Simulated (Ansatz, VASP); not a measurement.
**Two plane-wave programs on Re**

INCAR

```
SYSTEM = Re
PREC     = Accurate       ! precision mode
ENCUT    = 600            ! plane-wave cutoff, eV
EDIFF    = 1E-6           ! SCF threshold, eV
ISMEAR   = -1             ! smearing method
SIGMA    = 0.1            ! smearing width, eV
LREAL    = .False.        ! projectors in reciprocal space
LASPH    = .True.         ! aspherical terms in the spheres
NELM     = 120            ! most SCF steps
ALGO     = Normal         ! electronic algorithm
ISIF     = 2              ! what is computed and relaxed
LWAVE    = .False.        ! write WAVECAR
LCHARG   = .False.        ! write CHGCAR
GGA      = CA             ! functional
NBANDS   = 14             ! bands
GGA_COMPAT= .False.
```

KPOINTS

```
Automatic mesh
0
Gamma
  3 3 2
  0 0 0
```

The input POSCAR:

```
Re
1.0
    2.7391880258      0.0000000000      0.0000000000
   -1.3695940129      2.3722064161      0.0000000000
    0.0000000000      0.0000000000      4.4118668232
Re
2
Direct
    0.3333333333      0.6666666667      0.2500000000
    0.6666666667      0.3333333333      0.7500000000
```

Input for Ansatz:

```yaml
crystal:
  lattice:
    - [2.7391880258, 0.0, 0.0]
    - [-1.3695940129, 2.3722064161, 0.0]
    - [0.0, 0.0, 4.4118668232]
  atoms:
    - { symbol: Re, position: [0.3333333333, 0.6666666667, 0.25] }
    - { symbol: Re, position: [0.6666666667, 0.3333333333, 0.75] }
hamiltonian:
  xc: lda
  pseudopotentials:
    kind: paw
    azcp:
      Re: "pseudopotentials/Re.paw.azcp"
basis:
  ecutwfc: 420
  fft_grid_basis: typed
kpoints:
  mp_grid: { grid: [3, 3, 2], shift: [0, 0, 0] }
magnetization:
  spin_polarized: false
scf:
  occupations: { method: fermi_dirac, width: 0.1 }
  lower_state_search: "off"
output:
  stress: true
```

Alike in both runs: task single point; functional LDA; k mesh 3 × 3 × 2; occupations fermi-dirac, width 0.1 eV; no spin polarisation.

|  | VASP | Ansatz |
| --- | --- | --- |
| version | VASP 6.6.1 | Ansatz 0.2.0 |
| potentials or method | VASP PAW LDA potentials, release 64 (Re), cutoff 600 eV | plane waves (420 eV) with PAW, scalar-relativistic |
| valence electrons in the cell | 14 | 30 |

Ansatz gave:

* pressure (GPa): 11.3
* traceless stress, the component that is largest in VASP (GPa): 2.64

Estimate VASP's values.

pressure (GPa): 12.9; traceless stress, the component that is largest in VASP (GPa): 2.60.

Ansatz warns that its potentials were made for another functional, while VASP's fit it. LDA's correlation is that of Perdew and Zunger in VASP and of Perdew and Wang (1992) in Ansatz. VASP's potentials hold 14 valence electrons a cell and Ansatz's 30, so a difference there can come from the potentials and not from the codes.

The k mesh is coarse, so the values compare programs but aren't converged. Neither program's run includes spin-orbit coupling.
